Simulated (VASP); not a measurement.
The system is Mg2CdSe3.

```
CELL_PARAMETERS angstrom
4.30085 0.00000 0.00000
-2.15042 3.72464 0.00000
0.00000 0.00000 20.87662
ATOMIC_POSITIONS crystal
Mg 0.66667 0.33333 0.16740
Mg 0.66667 0.33333 0.83026
Mg 0.33333 0.66667 0.33026
Mg 0.33333 0.66667 0.66740
Cd 0.66667 0.33333 0.50091
Cd 0.33333 0.66667 0.00092
Se 0.66667 0.33333 0.29195
Se 0.66667 0.33333 0.62939
Se 0.66667 0.33333 0.95509
Se 0.33333 0.66667 0.12939
Se 0.33333 0.66667 0.45509
Se 0.33333 0.66667 0.79195
```

Base run:

```yaml
Program: VASP 6.6.1
Functional: r2SCAN
Potentials_or_basis: VASP PAW PBE potentials, release 64 (Mg, Cd, Se)
Cutoff: 520 eV
k_mesh: 6 × 6 × 2
Occupations: gaussian, width 0.02 eV
Spin: no spin polarisation
```

Its results: band gap on the k mesh 2.09 eV, direct; pressure -1.3 GPa; largest force 0.019 eV/Å.

The run is repeated on the same cell with these changes: functional from r2SCAN to PBE; further incar settings from ALGO = Normal; EDIFF = 1e-07; NBANDS = 46 to ALGO = Normal; EDIFF = 1e-06; NBANDS = 46. What comes out?

Band gap on the k mesh 1.54 eV, direct; pressure 0.1 GPa; largest force 0.036 eV/Å.

Caveats: the PAW data sets were made with another functional, which shifts forces and pressure a little (some runs).

A k mesh can miss the band edges.
